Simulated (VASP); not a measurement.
# V3Si (Pm-3n) in VASP: further runs, part 2 of 2

VASP 6.6.1.

## 3. Single point, PBE, collinear spin, ferrimagnetic start

Contents of INCAR:

```
SYSTEM = V3Si
  PREC = Accurate
  ENCUT = 500
  EDIFF = 1E-6
  ISMEAR = -1
  SIGMA = 0.1
  LREAL = .FALSE.
  LASPH = .TRUE.
  NELM = 200
  ALGO = Normal
  ISIF = 2
  LWAVE = .FALSE.
  LCHARG = .FALSE.
  ISPIN = 2
  MAGMOM = 0 0 2 2 -2 2 -2 2
  LORBIT = 11
  LMAXMIX = 4
  GGA = PE
  NBANDS = 57
  GGA_COMPAT = .FALSE.
```

Contents of KPOINTS:

```
Automatic mesh
0
G
  5 5 5
  0 0 0
```

Contents of POSCAR:

```
V3Si
1.0
    4.7060000000      0.0000000000      0.0000000000
    0.0000000000      4.7060000000      0.0000000000
    0.0000000000      0.0000000000      4.7060000000
Si V
2 6
Direct
    0.0000000000      0.0000000000      0.0000000000
    0.5000000000      0.5000000000      0.5000000000
    0.2500000000      0.0000000000      0.5000000000
    0.5000000000      0.7500000000      0.0000000000
    0.7500000000      0.0000000000      0.5000000000
    0.5000000000      0.2500000000      0.0000000000
    0.0000000000      0.5000000000      0.7500000000
    0.0000000000      0.5000000000      0.2500000000
```

Potentials or basis: VASP PAW PBE potentials, release 64 (Si, V_sv).

The run is started by

```bash
$ cat potpaw_PBE.64/Si/POTCAR potpaw_PBE.64/V_sv/POTCAR > POTCAR
$ mpirun -np 1 vasp_std > vasp.out
```

OUTCAR:

```text
SYSTEM = V3Si
   PREC = Accurate
   ENCUT = 500
   EDIFF = 1E-6
   ISMEAR = -1
   LREAL = .FALSE.
   LASPH = .TRUE.
   NELM = 200
   ISIF = 2
   ISPIN = 2
   LORBIT = 11
   GGA = PE

 ion  position               nearest neighbor table
   1  0.000  0.000  0.000-   3 2.63   4 2.63   5 2.63   6 2.63   7 2.63   8 2.63   3 2.63   5 2.63
                             7 2.63   8 2.63   4 2.63   6 2.63
   2  0.500  0.500  0.500-   3 2.63   4 2.63   5 2.63   6 2.63   7 2.63   8 2.63   4 2.63   6 2.63
                             3 2.63   5 2.63   7 2.63   8 2.63
   3  0.250  0.000  0.500-   5 2.35   5 2.35   1 2.63   1 2.63   2 2.63   2 2.63   8 2.88   4 2.88
                             4 2.88   6 2.88   6 2.88   7 2.88   8 2.88   7 2.88
   4  0.500  0.750  0.000-   6 2.35   6 2.35   1 2.63   2 2.63   2 2.63   1 2.63   8 2.88   5 2.88
                             3 2.88   5 2.88   3 2.88   7 2.88   7 2.88   8 2.88
   5  0.750  0.000  0.500-   3 2.35   3 2.35   1 2.63   1 2.63   2 2.63   2 2.63   8 2.88   4 2.88
                             4 2.88   6 2.88   6 2.88   7 2.88   8 2.88   7 2.88
   6  0.500  0.250  0.000-   4 2.35   4 2.35   1 2.63   2 2.63   2 2.63   1 2.63   8 2.88   3 2.88
                             3 2.88   5 2.88   5 2.88   7 2.88   7 2.88   8 2.88
   7  0.000  0.500  0.750-   8 2.35   8 2.35   1 2.63   2 2.63   1 2.63   2 2.63   3 2.88   4 2.88
                             5 2.88   3 2.88   5 2.88   6 2.88   4 2.88   6 2.88
   8  0.000  0.500  0.250-   7 2.35   7 2.35   1 2.63   2 2.63   1 2.63   2 2.63   3 2.88   4 2.88
                             5 2.88   3 2.88   5 2.88   6 2.88   4 2.88   6 2.88

  LATTYP: Found a simple cubic cell.
 ALAT       =     4.7060000000

  Lattice vectors:
[... 3027 lines left out ...]

 POSITION                                       TOTAL-FORCE (eV/Angst)
 -----------------------------------------------------------------------------------
      0.00000      0.00000      0.00000        -0.000012      0.000000     -0.000017
      2.35300      2.35300      2.35300         0.000017      0.000000      0.000012
      1.17650      0.00000      2.35300        -0.000005      0.000000     -0.000004
      2.35300      3.52950      0.00000        -0.000025      0.000000      0.000025
      3.52950      0.00000      2.35300         0.000018      0.000000     -0.000028
      2.35300      1.17650      0.00000        -0.000025      0.000000      0.000025
      0.00000      2.35300      3.52950         0.000028      0.000000     -0.000018
      0.00000      2.35300      1.17650         0.000004      0.000000      0.000005
 -----------------------------------------------------------------------------------
    total drift:                                0.000019      0.000000     -0.000019

  FREE ENERGIE OF THE ION-ELECTRON SYSTEM (eV)
  ---------------------------------------------------
  free  energy   TOTEN  =       -68.7177242076 eV

  energy  without entropy=      -68.3562548612  energy(sigma->0) =      -68.53698953

 total charge

# of ion       s       p       d       tot
------------------------------------------
    1        0.726   0.954   0.000   1.680
    2        0.726   0.954   0.000   1.680
    3        2.299   6.234   3.154  11.687
    4        2.299   6.234   3.154  11.687
    5        2.299   6.234   3.154  11.687
    6        2.299   6.234   3.154  11.687
    7        2.299   6.234   3.154  11.687
    8        2.299   6.234   3.154  11.687
--------------------------------------------------
tot         15.246  39.309  18.925  73.480

 magnetization (x)

# of ion       s       p       d       tot
------------------------------------------
    1       -0.000  -0.000   0.000  -0.000
    2       -0.000  -0.000   0.000  -0.000
    3        0.000   0.000   0.000   0.000
    4        0.000   0.000   0.000   0.000
    5       -0.000   0.000  -0.000   0.000
    6        0.000   0.000   0.000   0.000
    7       -0.000   0.000  -0.000   0.000
    8        0.000   0.000   0.000   0.000
--------------------------------------------------
tot          0.000   0.000   0.001   0.002
```

OSZICAR:

```text
N       E                     dE             d eps       ncg     rms          rms(c)
DAV:   1     0.129555057107E+04    0.12956E+04   -0.48283E+04  6268   0.165E+03
DAV:   2    -0.165732124685E+01   -0.12972E+04   -0.12653E+04  6157   0.573E+02
DAV:   3    -0.732928531576E+02   -0.71636E+02   -0.69025E+02  7787   0.148E+02
DAV:   4    -0.753369111191E+02   -0.20441E+01   -0.20205E+01  7671   0.234E+01
DAV:   5    -0.753730895403E+02   -0.36178E-01   -0.36128E-01  7351   0.330E+00    0.524E+01
DAV:   6    -0.683652582973E+02    0.70078E+01   -0.70922E+01  7369   0.455E+01    0.103E+01
DAV:   7    -0.695810132472E+02   -0.12158E+01   -0.95076E+00  7658   0.199E+01    0.133E+01
DAV:   8    -0.688193944852E+02    0.76162E+00   -0.65067E+00  8452   0.146E+01    0.735E+00
DAV:   9    -0.687237633791E+02    0.95631E-01   -0.60250E-01  7934   0.468E+00    0.368E+00
DAV:  10    -0.687315504979E+02   -0.77871E-02   -0.29118E-01  8246   0.327E+00    0.151E+00
DAV:  11    -0.687172336560E+02    0.14317E-01   -0.92637E-02  8207   0.242E+00    0.590E-01
DAV:  12    -0.687170923309E+02    0.14133E-03   -0.87372E-03  7735   0.654E-01    0.304E-01
DAV:  13    -0.687176651174E+02   -0.57279E-03   -0.41367E-03  8313   0.364E-01    0.102E-01
DAV:  14    -0.687177310353E+02   -0.65918E-04   -0.40271E-04  7686   0.124E-01    0.418E-02
DAV:  15    -0.687177266732E+02    0.43622E-05   -0.50325E-05  7970   0.379E-02    0.222E-02
DAV:  16    -0.687177245216E+02    0.21516E-05   -0.72729E-06  6525   0.174E-02    0.485E-03
DAV:  17    -0.687177242076E+02    0.31398E-06   -0.70437E-07  4393   0.593E-03
   1 F= -.68717724E+02 E0= -.68536990E+02  d E =-.361469E+00  mag=     0.0016
```

Wall time 5.1 min (1 thread of Intel Xeon Platinum 8488C (Sapphire Rapids), shared host); peak memory 0.36 GiB.

What came out:

```yaml
Free_energy: -68.7177 eV
Pressure: -0.2 GPa
Band_gap_on_the_k_mesh: zero (filled and empty bands overlap)
Net_moment: 0.00 μB per cell
Valence_electrons_inside_the_program's_atomic_spheres: Si 1.68; V 11.69
```

Levels at points of the mesh, in eV from the Fermi level:
Spin up:
```
           k point  band 40  band 41  band 42  band 43  band 44  band 45  band 46  band 47  band 48  band 49
(0.00, 0.00, 0.00)    -0.62    -0.62    -0.62    -0.03    -0.03     1.98     1.98     1.98     2.62     2.62
```
Spin down:
| k point | band 40 | band 41 | band 42 | band 43 | band 44 | band 45 | band 46 | band 47 | band 48 | band 49 |
| --- | --- | --- | --- | --- | --- | --- | --- | --- | --- | --- |
| (0.00, 0.00, 0.00) | -0.62 | -0.62 | -0.62 | -0.03 | -0.03 | 1.98 | 1.98 | 1.98 | 2.62 | 2.62 |
